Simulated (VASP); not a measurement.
**P: single point with PBE**

P:

```xyz
4
Lattice="4.0402 0.0000 0.0000 0.0000 4.0402 0.0000 0.0000 0.0000 4.0402" Properties=species:S:1:pos:R:3 pbc="T T T"
P     2.5251    2.5251    2.5251
P     3.5352    1.5151    0.5050
P     1.5151    0.5050    3.5352
P     0.5050    3.5352    1.5151
```

```yaml
Program: VASP 6.6.1
Task: single point
Functional: PBE
Potentials_or_basis: VASP PAW PBE potentials, release 64 (P)
Cutoff: 520 eV
k_mesh: 12 × 12 × 12
Occupations: gaussian, width 0.1 eV
Spin: no spin polarisation
```

| Item | Value |
| --- | --- |
| Pressure | -0.2 GPa |
| Band gap on the k mesh | zero (band 10 reaches 12.15 eV, above the bottom of band 11 at 7.03 eV) |

Levels at points of the mesh, in eV from the Fermi level:
```tsv
k point	band 6	band 7	band 8	band 9	band 10	band 11	band 12	band 13	band 14	band 15
(0.00, 0.00, 0.00)	-4.11	-4.11	-1.68	-1.68	-1.68	0.53	0.53	1.92	1.92	1.92
(0.50, 0.00, 0.00)	-5.41	-4.32	-4.32	-1.23	-1.23	1.71	1.71	3.59	3.59	4.53
(0.50, 0.50, 0.00)	-4.36	-2.09	-2.09	-2.05	-2.05	-0.88	-0.88	5.23	5.23	6.35
(0.50, 0.50, 0.50)	-6.38	-6.38	-6.38	4.24	4.24	4.24	4.24	4.65	4.65	4.65
```

It took 34 s on 1 thread of Intel(R) Xeon(R) 6975P-C (Granite Rapids), with other jobs on the host, peak memory 0.19 GiB.
